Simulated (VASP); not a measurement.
Set up this calculation in VASP 6.6.1, as the native input.

| Quantity | Value |
| --- | --- |
| Task | single point |
| Functional | PBE |
| Potentials or basis | VASP PAW PBE potentials, release 64 (Ag, Bi_d, Te, Se) |
| Cutoff | 520 eV |
| k mesh | 2 × 2 × 1 |
| Occupations | gaussian, width 0.1 eV |
| Spin | no spin polarisation |
| Dipole correction | no |
| Further INCAR settings | ALGO = Normal; EDIFF = 1e-06; NBANDS = 27 |

The structure of AgBiTeSe lies in POSCAR:

```
AgBiTeSe
1.0
    4.2021930000      0.0000000000      0.0000000000
    0.0000000000      4.2021930000      0.0000000000
    0.0000000000      0.0000000000      6.2922500000
Ag Bi Te Se
1 1 1 1
Direct
    0.4960000000      0.9010000000      0.3540000000
    0.9960000000      1.4010000000      0.8540000000
    0.9960000000      1.4010000000      0.3540000000
    0.4960000000      0.9010000000      0.8540000000
```

These files were run (other wordings do the same):

INCAR

```
SYSTEM = AgBiTeSe
PREC     = Accurate       ! precision mode
ENCUT    = 520            ! plane-wave cutoff, eV
EDIFF    = 1E-6           ! SCF threshold, eV
ISMEAR   = 0              ! smearing method
SIGMA    = 0.1            ! smearing width, eV
LREAL    = .FALSE.        ! projectors in reciprocal space
LASPH    = .TRUE.         ! aspherical terms in the spheres
NELM     = 80             ! most SCF steps
ALGO     = Normal         ! electronic algorithm
ISIF     = 2              ! what is computed and relaxed
LWAVE    = .FALSE.        ! write WAVECAR
LCHARG   = .TRUE.         ! write CHGCAR
GGA      = PE             ! functional
LELF     = .TRUE.         ! ELF
LVHAR    = .TRUE.       
NBANDS   = 27             ! bands
```

KPOINTS

```
Automatic mesh
0
G
  2 2 1
  0 0 0
```

Potentials or basis: VASP PAW PBE potentials, release 64 (Ag, Bi_d, Te, Se).

Run with:

```bash
$ cat potpaw_PBE.64/Ag/POTCAR potpaw_PBE.64/Bi_d/POTCAR potpaw_PBE.64/Te/POTCAR potpaw_PBE.64/Se/POTCAR > POTCAR
$ mpirun -np 1 vasp_std > vasp.out
```

It gave:

* Pressure: -2.2 GPa
* Band gap on the k mesh: 0.25 eV, indirect (least direct gap 0.33 eV)

Caveat: the k points lie up to 1.00 Å⁻¹ apart; spin-orbit coupling is left out, which moves the levels of the heavy elements.

Wall time 17 s on 1 thread of AMD EPYC 7R13 Processor (Zen 3) (shared host), peak memory 0.18 GiB.
